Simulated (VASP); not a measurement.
# ZnSe: single point with PBE+D3(BJ)

The system is ZnSe.

```xyz
4
Lattice="4.1077 0.0000 0.0000 0.0000 4.1077 0.0000 0.0000 0.0000 6.0704" Properties=species:S:1:pos:R:3 pbc="T T T"
Zn    0.0000    0.0000    0.0000
Zn    2.0539    2.0539    0.0000
Se    0.0000    2.0539    1.4950
Se    2.0539    0.0000    4.5753
```

```
Program                : VASP 6.6.1
Task                   : single point
Functional             : PBE
Dispersion             : D3(BJ)
Potentials or basis    : VASP PAW PBE potentials, release 64 (Zn, Se)
Cutoff                 : 520 eV
k mesh                 : 4 × 4 × 4
Occupations            : gaussian, width 0.1 eV
Spin                   : no spin polarisation
Dipole correction      : no
Further INCAR settings : ALGO = Normal; EDIFF = 1e-06; NBANDS = 26
```

The pressure is -1.8 GPa and the largest force is 0.048 eV/Å. The band gap on the k mesh is 1.93 eV, direct and the dispersion energy per atom is -0.280 eV.

Forces in eV/Å, atoms in the order of the input:
```
Zn   0.000  0.000  0.000
Zn   0.000  0.000  0.000
Se   0.000  0.000 -0.048
Se   0.000  0.000  0.048
```

Stress tensor (GPa, compression positive):
```
-1.73  0.00  0.00
 0.00 -1.73  0.00
 0.00  0.00 -1.81
```

Levels at points of the mesh, in eV from the valence-band top:
```
           k point  band 15  band 16  band 17  band 18  band 19  band 20  band 21  band 22
(0.00, 0.00, 0.00)    -2.13    -0.01     0.00     0.00     1.93     1.96     3.05     5.77
(0.50, 0.00, 0.00)    -1.50    -1.50    -0.76    -0.76     3.48     3.48     5.94     5.94
(0.50, 0.50, 0.00)    -2.16    -2.16    -2.01    -2.01     3.45     3.45     3.60     3.60
(0.00, 0.00, 0.50)    -1.98    -1.12    -0.27    -0.27     2.03     3.39     3.68     5.26
(0.50, 0.00, 0.50)    -0.75    -0.75    -0.74    -0.74     2.65     2.65     5.84     5.84
(0.50, 0.50, 0.50)    -2.42    -2.42    -2.36    -2.36     4.63     4.63     4.84     4.84
```

Run time: 33 s on 1 thread of AMD EPYC 7R13 Processor (Zen 3), with other jobs on the host, peak memory 0.2 GiB.

A k mesh can miss the band edges. A hybrid or GW would open this gap; PBE tends to underestimate it.
